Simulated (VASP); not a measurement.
# C (Fmmm) in VASP: notebook

Runs on C. Level: PBE+D3(BJ). Tasks: single point.

Everything below comes from runs of VASP 6.6.1. Logs are shortened: lines on timing, memory, paths and dates and some standing lists are left out, and cuts for length are marked.

### Step 1. The cell of the first run

It takes space group Fmmm (No. 69, orthorhombic). The conventional cell has a = 2.415 Å, b = 4.181 Å, c = 6.657 Å, α = 90.00°, β = 90.00°, γ = 90.00°. C (site symmetry m2m) has 3 C at 1.33 to 1.54 Å within 1.8 Å.

### Step 2. Single point, PBE+D3(BJ)

The input, INCAR:

```
SYSTEM = C
PREC = Accurate
ENCUT = 520
EDIFF = 1E-6
ISMEAR = 0
SIGMA = 0.03
LREAL = .FALSE.
LASPH = .TRUE.
NELM = 80
ALGO = Normal
ISIF = 2
LWAVE = .FALSE.
LCHARG = .FALSE.
GGA = PE
IVDW = 12
NBANDS = 11
```

The input, KPOINTS:

```
regular mesh
0
G
  16 16 16
  0 0 0
```

The input, POSCAR:

```
C
1.0
    0.0000000000      2.0905313474      3.3285103516
    1.2076129663      0.0000000000      3.3285103516
    1.2076129663      2.0905313474      0.0000000000
C
2
Direct
    0.1842684003      0.8157315997      0.1842684003
    0.8157315997      0.1842684003      0.8157315997
```

Potentials or basis: VASP PAW PBE potentials, release 64 (C).

Started as:

```bash
$ cat potpaw_PBE.64/C/POTCAR > POTCAR
$ mpirun -np 1 vasp_std > vasp.out
```

OUTCAR:

```text
SYSTEM = C
   PREC = Accurate
   ENCUT = 520
   EDIFF = 1E-6
   ISMEAR = 0
   LREAL = .FALSE.
   LASPH = .TRUE.
   NELM = 80
   ISIF = 2
   GGA = PE
   IVDW = 12
 IVDW          = 12

 ion  position               nearest neighbor table
   1  0.184  0.816  0.184-   2 1.33   2 1.33   2 1.54
   2  0.816  0.184  0.816-   1 1.33   1 1.33   1 1.54

  LATTYP: Found a face centered orthorhombic cell.
 ALAT       =     2.4152259326
 B/A-ratio  =     1.7311269469
 C/A-ratio  =     2.7562724519

  Lattice vectors:

 A1 = (   0.0000000000,   2.0905313474,   3.3285103516)
 A2 = (   1.2076129663,   0.0000000000,   3.3285103516)
 A3 = (   1.2076129663,   2.0905313474,   0.0000000000)

Analysis of symmetry for initial positions (statically):
=====================================================================
 Subroutine PRICEL returns:
 Original cell was already a primitive cell.

 Routine SETGRP: Setting up the symmetry group for a
 face centered orthorhombic supercell.

 Subroutine GETGRP returns: Found  8 space group operations
 (whereof  8 operations were pure point group operations)
 out of a pool of  8 trial point group operations.

The static configuration has the point symmetry D_2h.

Analysis of symmetry for dynamics (positions and initial velocities):
=====================================================================
 Subroutine PRICEL returns:
 Original cell was already a primitive cell.

 Routine SETGRP: Setting up the symmetry group for a
 face centered orthorhombic supercell.

 Subroutine GETGRP returns: Found  8 space group operations
 (whereof  8 operations were pure point group operations)
 out of a pool of  8 trial point group operations.

The dynamic configuration has the point symmetry D_2h.

 Subroutine INISYM returns: Found  8 space group operations
 (whereof  8 operations are pure point group operations),
 and found     1 'primitive' translations

----------------------------------------------------------------------------------------

                                     Primitive cell

  volume of cell :      16.8060

  direct lattice vectors                    reciprocal lattice vectors
     0.000000000  2.090531347  3.328510352    -0.414039940  0.239173644  0.150217349
     1.207612966  0.000000000  3.328510352     0.414039940 -0.239173644  0.150217349
     1.207612966  2.090531347  0.000000000     0.414039940  0.239173644 -0.150217349

  length of vectors
     3.930560071  3.540806439  2.414259802     0.501196923  0.501196923  0.501196923
[... 89 lines left out ...]
   POTIM  = 0.5000    time-step for ionic-motion
   TEBEG  =    0.0;   TEEND  =   0.0 temperature during run
   PSTRESS=    0.0 pullay stress
   NELECT =       8.0000    total number of electrons
   NUPDOWN=      -1.0000    fix difference up-down
   EMIN   =  10.00;   EMAX   =-10.00  energy-range for DOS
   EFERMI =   0.00;   METHOD = LEGACY
   ISMEAR =     0;   SIGMA  =   0.03  broadening in eV -4-tet -1-fermi 0-gaus
   EFERMI_NEDOS =   21; number of points for ismear=-14 and -15
   IALGO  =     38    algorithm
   IMIX   =      4    mixing-type and parameters
     AMIX     =   0.40;   BMIX     =  1.00
     AMIX_MAG =   1.60;   BMIX_MAG =  1.00
  volume/ion in A,a.u.               =       8.40        56.71
  Fermi-wavevector in a.u.,A,eV,Ry     =   1.278253  2.415547 22.230966  1.633930
  Thomas-Fermi vector in A             =   2.410806
   LORBIT       =      0    0 simple, 1 ext, 2 COOP (PROOUT), +10 PAW based schemes
   GGA     = PE    functional components
   LHFCALC =     F    Hartree Fock is set to
   AEXX    =    0.0000 exact exchange contribution
   IVDW    =    12    specifies the selected vdW correction
   LEPSILON=     F    determine dielectric tensor
   LRPA    =     F    only Hartree local field effects (RPA)
 non-spin polarized calculation
 Gauss-broadening in eV      SIGMA  =   0.03
  energy-cutoff  :      520.00
  volume of cell :       16.81
 maximum number of plane-waves:       471
 NGX is ok and might be reduce to    30
   NGX = 15   NGY = 13   NGZ =  9

 number of electron       8.0000000 magnetization

 Free energy of the ion-electron system (eV)
  ---------------------------------------------------
  ext. energy  EPLUGINS =         0.00000000
  ---------------------------------------------------
  free energy    TOTEN  =       -17.75987259 eV

  energy without entropy =      -17.75987200  energy(sigma->0) =      -17.75987230

 E-fermi :   5.0292     XC(G=0): -10.4882

 val. band max:        4.9689433981   @ k =  -0.3125   0.0000   0.3125
 cond. band min:       5.0894022001   @ k =  -0.3125   0.0000   0.3125
 fundamental gap:      0.1204588020
 Fermi energy:         5.0291727413

 k-point     1 :       0.0000    0.0000    0.0000
  band No.  band energies     occupation
      1     -15.0610      2.00000
      2      -1.9030      2.00000
      3      -0.0804      2.00000
      4       4.6640      2.00000
      5       9.2524      0.00000
      6      10.9035      0.00000
      7      17.0173      0.00000
      8      17.3954      0.00000
      9      19.2962      0.00000
     10      28.2285      0.00000
     11      31.2515      0.00000
[... 309 lines left out ...]
 k-point    24 :      -0.0625    0.0625    0.0000
  band No.  band energies     occupation
      1     -14.6828      2.00000
      2      -1.4471      2.00000
      3      -1.0248      2.00000
      4       3.3845      2.00000
      5       9.6976      0.00000
      6      11.8852      0.00000
      7      15.7977      0.00000
      8      17.6719      0.00000
      9      20.0604      0.00000
     10      28.8606      0.00000
     11      29.5708      0.00000

 [... further k-points ...]

------------------------ aborting loop because EDIFF is reached ----------------------------------------

 Edisp (eV)   -0.31363

 E8    (eV) :    -0.0889

  FORCE on cell =-STRESS in cart. coord.  units (eV):
  Direction    XX          YY          ZZ          XY          YZ          ZX
  --------------------------------------------------------------------------------------
  -------------------------------------------------------------------------------------
  Total       7.10896     2.36087     0.04928     0.00000     0.00000     0.00000
  in kB     677.72309   225.06995     4.69793     0.00000     0.00000     0.00000
  external pressure =      302.50 kB  Pullay stress =        0.00 kB

 VOLUME and BASIS-vectors are now :
 -----------------------------------------------------------------------------
  energy-cutoff  :      520.00
  volume of cell :       16.81
      direct lattice vectors                 reciprocal lattice vectors
     0.000000000  2.090531347  3.328510352    -0.414039940  0.239173644  0.150217349
     1.207612966  0.000000000  3.328510352     0.414039940 -0.239173644  0.150217349
     1.207612966  2.090531347  0.000000000     0.414039940  0.239173644 -0.150217349

 POSITION                                       TOTAL-FORCE (eV/Angst)
 -----------------------------------------------------------------------------------
      1.20761      0.77044      3.32851         0.000000     -7.429922      0.000000
      1.20761      3.41062      3.32851         0.000000      7.429922      0.000000
 -----------------------------------------------------------------------------------
    total drift:                               -0.000000     -0.000000     -0.000000

  FREE ENERGIE OF THE ION-ELECTRON SYSTEM (eV)
  ---------------------------------------------------
  free  energy   TOTEN  =       -18.0735039752 eV

  energy  without entropy=      -18.0735033880  energy(sigma->0) =      -18.07350368
```

OSZICAR:

```text
N       E                     dE             d eps       ncg     rms          rms(c)
DAV:   1     0.180401955278E+01    0.18040E+01   -0.42875E+03 13961   0.658E+02
DAV:   2    -0.188449467848E+02   -0.20649E+02   -0.20033E+02 17807   0.125E+02
DAV:   3    -0.192917428666E+02   -0.44680E+00   -0.44614E+00 16923   0.148E+01
DAV:   4    -0.192933683684E+02   -0.16255E-02   -0.16254E-02 15931   0.110E+00
DAV:   5    -0.192933750092E+02   -0.66408E-05   -0.66408E-05 17348   0.634E-02    0.709E+00
DAV:   6    -0.181182309840E+02    0.11751E+01   -0.99693E-01 15600   0.605E+00    0.411E+00
DAV:   7    -0.177554082047E+02    0.36282E+00   -0.10887E+00 16093   0.638E+00    0.122E+00
DAV:   8    -0.177601755805E+02   -0.47674E-02   -0.28967E-02 15176   0.112E+00    0.144E-01
DAV:   9    -0.177597900782E+02    0.38550E-03   -0.94650E-04 16514   0.202E-01    0.655E-02
DAV:  10    -0.177598666971E+02   -0.76619E-04   -0.14983E-04 15414   0.895E-02    0.347E-02
DAV:  11    -0.177598723141E+02   -0.56171E-05   -0.11217E-05 16377   0.219E-02    0.373E-03
DAV:  12    -0.177598725903E+02   -0.27620E-06   -0.64954E-07 15412   0.639E-03
   1 F= -.18073504E+02 E0= -.18073504E+02  d E =-.587204E-06
```

stdout:

```text
POSCAR found type information on POSCAR C
 POSCAR found :  1 types and       2 ions
 scaLAPACK will be used
 LDA part: xc-table for (Slater+PW92), standard interpolation
 POSCAR, INCAR and KPOINTS ok, starting setup
 FFT: planning ... GRIDC
 FFT: planning ... GRID_SOFT
 FFT: planning ... GRID
 WAVECAR not read
 entering main loop
```

Run time: 55 s. Hardware: 1 thread of Intel Xeon 6975P-C (Granite Rapids), shared host; peak memory 0.22 GiB.

What came out:

```
Free energy                : -18.0735 eV
Pressure                   : 30.2 GPa
Largest force              : 7.430 eV/Å
Band gap on the k mesh     : 0.12 eV, direct
Dispersion energy per atom : -0.157 eV
```

Forces in eV/Å, atoms in the order of the input:
```
C    0.000 -7.430  0.000
C    0.000  7.430  0.000
```

Caveat: forces of over 1 eV/Å act on the atoms, so gaps and moduli don't describe the material at rest.

### Step 3. Single point, PBE+D3(BJ)

The input, INCAR:

```
SYSTEM = C
ALGO = Normal
EDIFF = 1E-6
ENCUT = 520
GGA = PE
ISIF = 2
ISMEAR = 0
IVDW = 12
LASPH = .TRUE.
LCHARG = .FALSE.
LREAL = .FALSE.
LWAVE = .FALSE.
NBANDS = 11
NELM = 80
PREC = Accurate
SIGMA = 0.03
```

The input, KPOINTS:

```
k-points
0
G
  16 16 16
  0 0 0
```

The input, POSCAR:

```
C
1.0
    0.0000000000      2.0905313474      3.3285103516
    1.2076129663      0.0000000000      3.3285103516
    1.2076129663      2.0905313474      0.0000000000
C
2
Direct
    0.1579107009      0.8420892991      0.1579107009
    0.8420892991      0.1579107009      0.8420892991
```

Potentials or basis: VASP PAW PBE potentials, release 64 (C).

Started as:

```bash
$ cat potpaw_PBE.64/C/POTCAR > POTCAR
$ mpirun -np 1 vasp_std > vasp.out
```

Wall time 54 s (1 thread of Intel Xeon 6975P-C (Granite Rapids), shared host); peak memory 0.22 GiB.

It converged, with:

```
Free energy                : -18.4844 eV
Pressure                   : 23.9 GPa
Largest force              : 5.030 eV/Å
Band gap on the k mesh     : zero (band 4 reaches 5.40 eV, above the bottom of band 5 at 5.18 eV)
Dispersion energy per atom : -0.157 eV
```

Forces on the atoms (eV/Å):
```
C    0.000  5.030  0.000
C    0.000 -5.030  0.000
```

Stress tensor (GPa, compression positive):
```
22.64  0.00  0.00
 0.00 48.58  0.00
 0.00  0.00  0.53
```

Levels at points of the mesh, in eV from the Fermi level:
| k point | band 2 | band 3 | band 4 | band 5 | band 6 | band 7 |
| --- | --- | --- | --- | --- | --- | --- |
| (0.00, 0.00, 0.00) | -7.07 | -4.19 | -1.87 | 4.01 | 7.22 | 10.12 |
| (0.50, 0.00, 0.00) | -13.41 | -6.83 | -2.88 | 2.03 | 7.60 | 12.68 |
| (0.50, 0.50, 0.00) | -9.07 | -4.17 | -1.91 | 7.13 | 10.08 | 10.42 |
| (0.50, 0.00, 0.50) | -14.38 | -6.16 | -1.18 | 1.51 | 8.36 | 11.21 |
| (0.00, 0.50, 0.50) | -14.15 | -6.22 | -2.73 | 0.03 | 7.93 | 14.25 |

Caveat: pairwise dispersion overbinds metals, which lowers pressure and volume; forces of over 1 eV/Å act on the atoms, so gaps and moduli don't describe the material at rest.

### Step 4. Single point, PBE+D3(BJ)

The input, INCAR:

```
SYSTEM = C
  ALGO = Normal
  EDIFF = 1E-6
  ENCUT = 520
  GGA = PE
  ISIF = 2
  ISMEAR = 0
  IVDW = 12
  LASPH = .True.
  LCHARG = .True.
  LELF = .True.
  LREAL = .False.
  LVHAR = .True.
  LWAVE = .False.
  NBANDS = 11
  NELM = 60
  PREC = Accurate
  SIGMA = 0.03
```

The input, KPOINTS:

```
k-points
0
Gamma
  16 16 16
  0 0 0
```

The input, POSCAR:

```
C
1.0
    0.0000000000      2.0905313474      3.3285103516
    1.2076129663      0.0000000000      3.3285103516
    1.2076129663      2.0905313474      0.0000000000
C
2
Direct
    0.1403389013      0.8596610987      0.1403389013
    0.8596610987      0.1403389013      0.8596610987
```

Potentials or basis: VASP PAW PBE potentials, release 64 (C).

Started as:

```bash
$ cat potpaw_PBE.64/C/POTCAR > POTCAR
$ mpirun -np 1 vasp_std > vasp.out
```

OUTCAR:

```text
SYSTEM = C
   EDIFF = 1E-6
   ENCUT = 520
   GGA = PE
   ISIF = 2
   ISMEAR = 0
   IVDW = 12
   LASPH = .True.
   LREAL = .False.
   NELM = 60
   PREC = Accurate
 IVDW          = 12

 ion  position               nearest neighbor table
   1  0.140  0.860  0.140-   2 1.17   2 1.52   2 1.52
   2  0.860  0.140  0.860-   1 1.17   1 1.52   1 1.52

  LATTYP: Found a face centered orthorhombic cell.
 ALAT       =     2.4152259326
 B/A-ratio  =     1.7311269469
 C/A-ratio  =     2.7562724519

  Lattice vectors:

 A1 = (   0.0000000000,   2.0905313474,   3.3285103516)
 A2 = (   1.2076129663,   0.0000000000,   3.3285103516)
 A3 = (   1.2076129663,   2.0905313474,   0.0000000000)

Analysis of symmetry for initial positions (statically):
=====================================================================
 Subroutine PRICEL returns:
 Original cell was already a primitive cell.

 Routine SETGRP: Setting up the symmetry group for a
 face centered orthorhombic supercell.

 Subroutine GETGRP returns: Found  8 space group operations
 (whereof  8 operations were pure point group operations)
 out of a pool of  8 trial point group operations.

The static configuration has the point symmetry D_2h.
[... 174 lines left out ...]
      4       5.7629      0.00000
      5       9.2736      0.00000
      6       9.5079      0.00000
      7      16.6196      0.00000
      8      17.8065      0.00000
      9      20.4698      0.00000
     10      28.3121      0.00000
     11      29.5054      0.00000
[... 309 lines left out ...]
 k-point    24 :      -0.0625    0.0625    0.0000
  band No.  band energies     occupation
      1     -14.7543      2.00000
      2      -1.6537      2.00000
      3      -1.4937      2.00000
      4       3.8105      2.00000
      5       9.5790      0.00000
      6      10.4307      0.00000
      7      16.4995      0.00000
      8      18.2305      0.00000
      9      20.8237      0.00000
     10      27.1029      0.00000
     11      29.7850      0.00000

 [... further k-points ...]

------------------------ aborting loop because EDIFF is reached ----------------------------------------

 Edisp (eV)   -0.31395

 E8    (eV) :    -0.0890

  FORCE on cell =-STRESS in cart. coord.  units (eV):
  Direction    XX          YY          ZZ          XY          YZ          ZX
  --------------------------------------------------------------------------------------
  -------------------------------------------------------------------------------------
  Total       2.21350    14.41900    -0.06143     0.00000     0.00000     0.00000
  in kB     211.02131  1374.61562    -5.85638     0.00000     0.00000     0.00000
  external pressure =      526.59 kB  Pullay stress =        0.00 kB

 VOLUME and BASIS-vectors are now :
 -----------------------------------------------------------------------------
  energy-cutoff  :      520.00
  volume of cell :       16.81
      direct lattice vectors                 reciprocal lattice vectors
     0.000000000  2.090531347  3.328510352    -0.414039940  0.239173644  0.150217349
     1.207612966  0.000000000  3.328510352     0.414039940 -0.239173644  0.150217349
     1.207612966  2.090531347  0.000000000     0.414039940  0.239173644 -0.150217349

 POSITION                                       TOTAL-FORCE (eV/Angst)
 -----------------------------------------------------------------------------------
      1.20761      0.58677      3.32851         0.000000     18.131646      0.000000
      1.20761      3.59430      3.32851         0.000000    -18.131646      0.000000
 -----------------------------------------------------------------------------------
    total drift:                               -0.000000     -0.000000      0.000000

  FREE ENERGIE OF THE ION-ELECTRON SYSTEM (eV)
  ---------------------------------------------------
  free  energy   TOTEN  =       -16.8454608371 eV

  energy  without entropy=      -16.8452711768  energy(sigma->0) =      -16.84536601
```

OSZICAR:

```text
N       E                     dE             d eps       ncg     rms          rms(c)
DAV:   1     0.116111466675E+01    0.11611E+01   -0.40288E+03 13873   0.644E+02
DAV:   2    -0.180466343876E+02   -0.19208E+02   -0.18432E+02 17533   0.118E+02
DAV:   3    -0.185043250438E+02   -0.45769E+00   -0.45661E+00 17000   0.143E+01
DAV:   4    -0.185059980616E+02   -0.16730E-02   -0.16729E-02 15499   0.107E+00
DAV:   5    -0.185060059180E+02   -0.78564E-05   -0.78566E-05 17220   0.670E-02    0.802E+00
DAV:   6    -0.169524811801E+02    0.15535E+01   -0.14918E+00 14947   0.786E+00    0.447E+00
DAV:   7    -0.165272808089E+02    0.42520E+00   -0.14026E+00 15868   0.761E+00    0.148E+00
DAV:   8    -0.165320850006E+02   -0.48042E-02   -0.37857E-02 14873   0.134E+00    0.264E-01
DAV:   9    -0.165314218580E+02    0.66314E-03   -0.30181E-03 16280   0.376E-01    0.889E-02
DAV:  10    -0.165314644022E+02   -0.42544E-04   -0.12255E-04 15436   0.863E-02    0.322E-02
DAV:  11    -0.165315114970E+02   -0.47095E-04   -0.63917E-05 14811   0.536E-02    0.739E-03
DAV:  12    -0.165315088340E+02    0.26630E-05   -0.54311E-06 15531   0.135E-02    0.425E-03
DAV:  13    -0.165315093236E+02   -0.48960E-06   -0.63631E-07 15246   0.545E-03
   1 F= -.16845461E+02 E0= -.16845366E+02  d E =-.189660E-03
```

It took 59 s on 1 thread of Intel Xeon 6975P-C (Granite Rapids), shared host; peak memory 0.22 GiB.

Results:

```
Free energy                : -16.8455 eV
Pressure                   : 52.7 GPa
Largest force              : 18.132 eV/Å
Band gap on the k mesh     : zero (band 4 reaches 5.76 eV, above the bottom of band 5 at 3.64 eV)
Dispersion energy per atom : -0.157 eV
```

Forces in eV/Å, atoms in the order of the input:
```
C     0.000  18.132   0.000
C     0.000 -18.132   0.000
```

Caveat: pairwise dispersion overbinds metals, which lowers pressure and volume; forces of over 1 eV/Å act on the atoms, so gaps and moduli don't describe the material at rest.
